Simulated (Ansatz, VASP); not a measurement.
Hf: VASP beside Ansatz

The input INCAR:

```
SYSTEM = Hf
ALGO = Normal
EDIFF = 1E-6
ENCUT = 520
GGA = PS
ISIF = 2
ISMEAR = -1
LASPH = .True.
LCHARG = .False.
LREAL = .False.
LWAVE = .False.
NBANDS = 11
NELM = 100
PREC = Accurate
SIGMA = 0.08
```

Contents of KPOINTS:

```
k-points
0
Gamma
  16 16 16
  0 0 0
```

Contents of POSCAR:

```
Hf
1.0
   -1.8230500000      1.8050000000      1.8050000000
    1.8050000000     -1.8230500000      1.8050000000
    1.8050000000      1.8050000000     -1.8230500000
Hf
1
Direct
    0.0000000000      0.0000000000      0.0000000000
```

Input for Ansatz:

```yaml
crystal:
  lattice:
    - [-1.82305, 1.805, 1.805]
    - [1.805, -1.82305, 1.805]
    - [1.805, 1.805, -1.82305]
  atoms:
    - { symbol: Hf, position: [0.0, 0.0, 0.0] }
kpoints:
  mp_grid: { grid: [16, 16, 16] }
  band_path:
    path:
      - [0.0, 0.0, 0.0]
      - [0.0, 0.0, 0.5]
      - [-0.5, 0.5, 0.5]
      - [-0.7524689983, 0.2475310017, 0.2475310017]
      - [0.2475310017, 0.2475310017, 0.2475310017]
      - [0.0, 0.0, 0.0]
      - [-0.5, 0.0, 0.5]
    npoints: 5
scf:
  occupations: { method: fermi_dirac, width: 0.08 }
hamiltonian:
  xc: pbesol
  pseudopotentials: { kind: all_electron, lapw: { basis_error: 0.001 } }
output:
  forces: true
  stress: true
  eigenvalues: true
```

Change from the starting cell: equal xy, yz and zx shear strains of -1 %.

Alike in both runs: task single point; functional PBEsol; k mesh 16 × 16 × 16; occupations fermi-dirac, width 0.08 eV; no spin polarisation.

|  | VASP | Ansatz |
| --- | --- | --- |
| version | VASP 6.6.1 | Ansatz 0.2.0 |
| potentials or method | VASP PAW PBE potentials, release 64 (Hf_pv), cutoff 520 eV | all-electron LAPW, scalar-relativistic |

```csv
,VASP,Ansatz,Ansatz less VASP
pressure (GPa),-9.2,-8.9,+0.34
"traceless stress, the component that is largest in VASP (GPa)",0.43,0.44,+0.006
```

VASP's potentials were made for PBE, not for PBEsol. Ansatz ran all-electron here, and VASP with PAW potentials.

Neither program's run includes spin-orbit coupling.
